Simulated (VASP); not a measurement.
Write the native input for VASP 6.6.1 that does the following.

```yaml
Task: single point
Functional: PBEsol
Potentials_or_basis: VASP PAW PBE potentials, release 64 (Sn_d)
Cutoff: 500 eV
k_mesh: 4 × 4 × 4
Occupations: methfessel-paxton, width 0.1 eV
Spin: no spin polarisation
Dipole_correction: no
Further_INCAR_settings: ALGO = Normal; EDIFF = 1e-06; NBANDS = 21
```

The structure of Sn lies in POSCAR:

```
Sn
1.0
    0.0000000000      3.2333428000      3.2333428000
    3.2333428000      0.0000000000      3.2333428000
    3.2333428000      3.2333428000      0.0000000000
Sn
2
Direct
    0.0000000000      0.0000000000      0.0000000000
    0.2500000000      0.2500000000      0.2500000000
```

The input as run:

INCAR

```
SYSTEM = Sn
PREC     = Accurate       ! precision mode
ENCUT    = 500            ! plane-wave cutoff, eV
EDIFF    = 1E-6           ! SCF threshold, eV
ISMEAR   = 1              ! smearing method
SIGMA    = 0.1            ! smearing width, eV
LREAL    = .FALSE.        ! projectors in reciprocal space
LASPH    = .TRUE.         ! aspherical terms in the spheres
NELM     = 120            ! most SCF steps
ALGO     = Normal         ! electronic algorithm
ISIF     = 2              ! what is computed and relaxed
LWAVE    = .FALSE.        ! write WAVECAR
LCHARG   = .FALSE.        ! write CHGCAR
GGA      = PS             ! functional
NBANDS   = 21             ! bands
GGA_COMPAT= .FALSE.
```

KPOINTS

```
Automatic mesh
0
G
  4 4 4
  0 0 0
```

Potentials or basis: VASP PAW PBE potentials, release 64 (Sn_d).

Run with:

```console
$ cat potpaw_PBE.64/Sn_d/POTCAR > POTCAR
$ mpirun -np 1 vasp_std > vasp.out
```

It gave:

The pressure is 2.2 GPa and the band gap on the k mesh is zero (band 14 reaches 5.71 eV, above the bottom of band 15 at 5.58 eV).

Caveat: the k points lie up to 0.42 Å⁻¹ apart; the PAW data sets were made with another functional, which shifts forces and pressure a little; spin-orbit coupling is left out, which moves the levels of the heavy elements.

It took 16 s on 1 thread of Intel(R) Xeon(R) Platinum 8259CL CPU @ 2.50GHz (Skylake/Cascade Lake), with other jobs on the host, peak memory 0.19 GiB.
